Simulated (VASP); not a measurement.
LaYAl4:

```
Al La Y
1.0
     0.00000    4.02461    4.02461
     4.02461    0.00000    4.02461
     4.02461    4.02461    0.00000
Al La Y
4 1 1
Direct
  0.87497 0.37501 0.37501
  0.37501 0.37501 0.87497
  0.37501 0.37501 0.37501
  0.37501 0.87497 0.37501
  0.75000 0.75000 0.75000
  0.00000 0.00000 0.00000
```

- Program: VASP 6.6.1
- Task: relaxation of cell and atoms
- Functional: PBEsol
- Potentials or basis: VASP PAW PBE potentials, release 64 (Al, La, Y_sv)
- Cutoff: 600 eV
- k mesh: 8 × 8 × 8
- Occupations: gaussian, width 0.05 eV
- Spin: no spin polarisation

At the start: pressure -2.8 GPa; volume 21.73 Å³/atom.

Where does the relaxation end?

Over 3 steps the energy falls by 7.7 meV/atom and the volume is 20.87 Å³/atom (-3.9 %); space group F-43m (No. 216, to 0.1 Å) before and after.

The path:
| step | energy change (eV) | largest force (eV/Å) | pressure (GPa) | volume (Å³) |
| --- | --- | --- | --- | --- |
| 1 | 0.0000 | 0.0002 | -2.80 | 130.38 |
| 2 | -0.0393 | 0.0005 | 1.18 | 123.35 |
| 3 | -0.0463 | 0.0002 | 0.01 | 125.25 |

Final structure:
```
CELL_PARAMETERS angstrom
0.00000 3.97110 3.97110
3.97110 0.00000 3.97110
3.97110 3.97110 0.00000
ATOMIC_POSITIONS crystal
Al 0.87497 0.37501 0.37501
Al 0.37501 0.37501 0.87497
Al 0.37501 0.37501 0.37501
Al 0.37501 0.87497 0.37501
La 0.75000 0.75000 0.75000
Y 0.00000 0.00000 0.00000
```

Caveat: the PAW data sets were made with another functional, which shifts forces and pressure a little.
